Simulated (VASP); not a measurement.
BaH4: relaxation of cell and atoms with PBEsol

Crystal: BaH4.

```
CELL_PARAMETERS angstrom
-1.74837 1.74837 3.09002
1.74837 -1.74837 3.09002
1.74837 1.74837 -3.09002
ATOMIC_POSITIONS crystal
Ba 0.00000 0.00000 0.00000
H 0.75000 0.25000 0.50000
H 0.25000 0.75000 0.50000
H 0.43394 0.43394 0.00000
H 0.56606 0.56606 0.00000
```

```json
{"Program": "VASP 6.6.1", "Task": "relaxation of cell and atoms", "Functional": "PBEsol", "Potentials or basis": "VASP PAW PBE potentials, release 64 (Ba_sv, H)", "Cutoff": "500 eV", "k mesh": "10 × 10 × 10", "Occupations": "gaussian, width 0.03 eV", "Spin": "no spin polarisation", "Target pressure": "50 GPa", "Dipole correction": "no", "Further INCAR settings": "ALGO = Normal; EDIFF = 1e-07; IBRION = 2; EDIFFG = -0.002; NSW = 80; ISIF = 3"}
```

```
Relaxed volume                                             : 7.09 Å³/atom
Relaxed cell                                               : a = 3.884 Å, b = 3.884 Å, c = 3.884 Å, α = 127.88°, β = 127.88°, γ = 76.81°
Space group after relaxing (to 0.1 Å)                      : I4/mmm (No. 139)
Energy change on relaxing (the run minimises the enthalpy) : +129.6 meV/atom
Ionic steps                                                : 11
Pressure after relaxing                                    : 50.0 GPa
Band gap on the k mesh                                     : 0.06 eV (least direct gap 0.26 eV)
```

The path:
```tsv
step	energy change (eV)	largest force (eV/Å)	pressure (GPa)	volume (Å³)
1	0.0000	0.0212	38.63	37.78
2	0.8190	0.5851	53.82	34.93
3	0.6054	0.4330	49.98	35.58
4	0.6882	0.3420	50.16	35.31
5	0.6464	0.0177	50.05	35.44
6	0.6438	0.0155	49.99	35.44
7	0.6377	0.0095	49.81	35.46
8	0.6545	0.0253	50.15	35.41
9	0.6457	0.0071	49.97	35.44
10	0.6493	0.0046	50.02	35.42
11	0.6479	0.0001	50.00	35.43
```

Final structure:
```
CELL_PARAMETERS angstrom
-1.70599 1.70599 3.04333
1.70599 -1.70599 3.04333
1.70599 1.70599 -3.04333
ATOMIC_POSITIONS crystal
Ba 0.00000 0.00000 0.00000
H 0.75000 0.25000 0.50000
H 0.25000 0.75000 0.50000
H 0.43260 0.43260 0.00000
H 0.56740 0.56740 0.00000
```

Levels at points of the mesh, in eV from the valence-band top:
```
           k point  band 4  band 5  band 6  band 7  band 8  band 9  band 10  band 11
(0.00, 0.00, 0.00)  -11.31  -10.13   -2.92   -0.95    0.95    2.67     2.92     2.92
(0.50, 0.00, 0.00)  -11.22   -6.72   -5.70   -0.21    0.06    2.35     7.12     7.20
(0.50, 0.50, 0.00)  -12.07  -10.46   -5.42    0.00    2.45    5.15     5.87     9.37
(0.50, 0.50, 0.50)  -11.81   -9.88   -4.02   -0.70    7.03    8.69     8.69     8.80
```

Run time: 5.2 min on 1 thread of Intel(R) Xeon(R) 6975P-C (Granite Rapids), with other jobs on the host, peak memory 0.2 GiB.

Caveat: the cell is relaxed towards a set pressure, so the run minimises the enthalpy, not the energy; the PAW data sets were made with another functional, which shifts forces and pressure a little; spin-orbit coupling is left out, which moves the levels of the heavy elements. A k mesh can miss the band edges.
